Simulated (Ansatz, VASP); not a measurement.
Two plane-wave programs on Re

INCAR

```
SYSTEM = Re
PREC = Accurate ; ENCUT = 520
EDIFF = 1E-6 ; ISMEAR = 0
SIGMA = 0.15 ; LREAL = .FALSE.
LASPH = .TRUE. ; NELM = 100
ALGO = Fast ; ISIF = 2
LWAVE = .FALSE. ; LCHARG = .FALSE.
GGA = PE ; NBANDS = 14
```

The input KPOINTS:

```
regular mesh
0
G
  18 18 10
  0 0 0
```

Contents of POSCAR:

```
Re
1.0
    2.7748241524      0.0000000000      0.0000000000
   -1.3874120762      2.4030682070      0.0000000000
    0.0000000000      0.0000000000      4.4842238099
Re
2
Direct
    0.3248025726      0.6496051451      0.1958100197
    0.6751974274      0.3503948549      0.8041899803
```

Input for Ansatz:

```yaml
crystal:
  lattice:
    - [2.7748241524, 0.0, 0.0]
    - [-1.3874120762, 2.403068207, 0.0]
    - [0.0, 0.0, 4.4842238099]
  atoms:
    - { symbol: Re, position: [0.3248025726, 0.6496051451, 0.1958100197] }
    - { symbol: Re, position: [0.6751974274, 0.3503948549, 0.8041899803] }
basis:
  ecutwfc: 420
kpoints:
  mp_grid: { grid: [18, 18, 10] }
hamiltonian:
  xc: pbe
scf:
  occupations: { method: gaussian, width: 0.15 }
output:
  forces: true
  stress: true
  eigenvalues: true
```

Change from the starting cell: mode 4 frozen in at -0.243 Å and mode 6 at -0.041 Å (largest displacements).

Alike in both runs: task single point; functional PBE; k mesh 18 × 18 × 10; occupations gaussian, width 0.15 eV; no spin polarisation.

|  | VASP | Ansatz |
| --- | --- | --- |
| version | VASP 6.6.1 | Ansatz 0.2.0 |
| potentials or method | VASP PAW PBE potentials, release 64 (Re), cutoff 520 eV | scalar-relativistic, plane waves, PAW |
| valence electrons in the cell | 14 | 30 |

Ansatz gave:

| Item | Value |
| --- | --- |
| gap on the k mesh at the Fermi level (eV) | none |
| rms of the force components (eV/Å) | 4.780 |

Problem. Which values does VASP return?

Solution. gap on the k mesh at the Fermi level (eV): none; rms of the force components (eV/Å): 4.597.

Atom by atom the forces differ by 0.184 eV/Å (rms over components). A gap of «none» marks a metal or a gap that the smearing closes. With one functional, cell and mesh, what is left measures potentials, basis and numerics. VASP's potentials hold 14 valence electrons a cell and Ansatz's 30, so a difference there can come from the potentials and not from the codes.

Spin-orbit coupling is off throughout.
